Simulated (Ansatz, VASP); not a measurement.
## Two plane-wave programs on InBiO

Contents of INCAR:

```
  PREC = Accurate
  ENCUT = 600
  EDIFF = 1E-7
  ISMEAR = 0
  SIGMA = 0.1
  LREAL = False
  LASPH = True
  NELM = 60
  ALGO = Normal
  ISIF = 3
  LWAVE = False
  LCHARG = False
  GGA = PE
  IBRION = 2
  NSW = 90
  EDIFFG = -0.04
```

Contents of KPOINTS:

```
Automatic mesh
0
Gamma
  4 4 4
```

POSCAR

```
InBiO
1.0
    3.9012765700      0.0000000000      0.0000000000
    0.0000000000      3.9012765700      0.0000000000
    0.0000000000      0.0000000000      6.9809798000
In Bi O
2 2 2
Direct
    0.5000000000      0.0000000000      0.2295000000
    0.0000000000      0.5000000000      0.7705000000
    0.5000000000      0.0000000000      0.6449999800
    0.0000000000      0.5000000000      0.3550000200
    0.0000000000      0.0000000000      0.0000000000
    0.5000000000      0.5000000000      0.0000000000
```

Input for Ansatz:

```yaml
crystal:
  lattice:
    - [3.90127657, 0.0, 0.0]
    - [0.0, 3.90127657, 0.0]
    - [0.0, 0.0, 6.9809798]
  atoms:
    - { symbol: In, position: [0.5, 0.0, 0.2295] }
    - { symbol: In, position: [0.0, 0.5, 0.7705] }
    - { symbol: Bi, position: [0.5, 0.0, 0.64499998] }
    - { symbol: Bi, position: [0.0, 0.5, 0.35500002] }
    - { symbol: O, position: [0.0, 0.0, 0.0] }
    - { symbol: O, position: [0.5, 0.5, 0.0] }
basis:
  ecutwfc: 420
kpoints:
  mp_grid: { grid: [4, 4, 4] }
hamiltonian:
  xc: pbe
scf:
  occupations: { method: gaussian, width: 0.1 }
  lower_state_search: "off"
output:
  forces: true
  stress: true
  eigenvalues: true
relax:
  adjacent_minimum: "off"
  f_tol: 0.04
  max_steps: 70
  cell: { stress_tol: 0.4 }
```

Change from the starting cell: species swapped into the GdSF type (P4/nmm, No. 129).

Alike in both runs: task relaxation of cell and atoms; functional PBE; k mesh 4 × 4 × 4; occupations gaussian, width 0.1 eV; no spin polarisation.

|  | VASP | Ansatz |
| --- | --- | --- |
| version | VASP 6.6.1 | Ansatz 0.2.0 |
| potentials or method | VASP PAW PBE potentials, release 64 (In_d, Bi_d, O), cutoff 600 eV | scalar-relativistic, plane waves, PAW |
| valence electrons in the cell | 68 | 68 |

|  | VASP | Ansatz | Ansatz less VASP |
| --- | --- | --- | --- |
| gap on the k mesh at the Fermi level, each at its own relaxed structure (eV) | none | none | - |
| relaxed volume (Å³/atom) | 21.59 | 21.60 | +0.011 |
| relaxed length of the cell vector where the two differ most in proportion (Å) | 6.952 | 6.954 | +0.0019 |

A gap of «none» marks a metal or a gap that the smearing closes.

The k mesh is coarse, so the values compare programs but aren't converged. Spin-orbit coupling is off throughout. Noted on VASP's run: the volume moved by over 15 % at a fixed basis, so the end points are rough.
